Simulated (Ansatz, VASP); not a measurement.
**RbBi3O in VASP and in Ansatz**

```
Rb Bi O
1.0
     5.29257    0.00000    0.00000
     0.00000    5.29257    0.00000
     0.00000    0.00000    5.29257
Rb Bi O
1 3 1
Direct
  0.00000 0.00000 0.00000
  0.00000 0.50000 0.50000
  0.50000 0.50000 0.00000
  0.50000 0.00000 0.50000
  0.50000 0.50000 0.50000
```

Change from the starting cell: species swapped into the Eu3InO type (Pm-3m, No. 221).

Alike in both runs: task single point; functional PBE; k mesh 4 × 4 × 4; occupations gaussian, width 0.1 eV; no spin polarisation.

|  | VASP | Ansatz |
| --- | --- | --- |
| version | VASP 6.6.1 | Ansatz 0.2.0 |
| potentials or method | VASP PAW PBE potentials, release 64 (Rb_sv, Bi_d, O), cutoff 520 eV | scalar-relativistic, plane waves, PAW |
| valence electrons in the cell | 60 | 60 |

|  | VASP | Ansatz | Ansatz less VASP |
| --- | --- | --- | --- |
| gap on the k mesh at the Fermi level (eV) | none | none | - |
| pressure (GPa) | -2.2 | -2.2 | +0.03 |

A gap of «none» marks a metal or a gap that the smearing closes.

Neither program's run includes spin-orbit coupling.
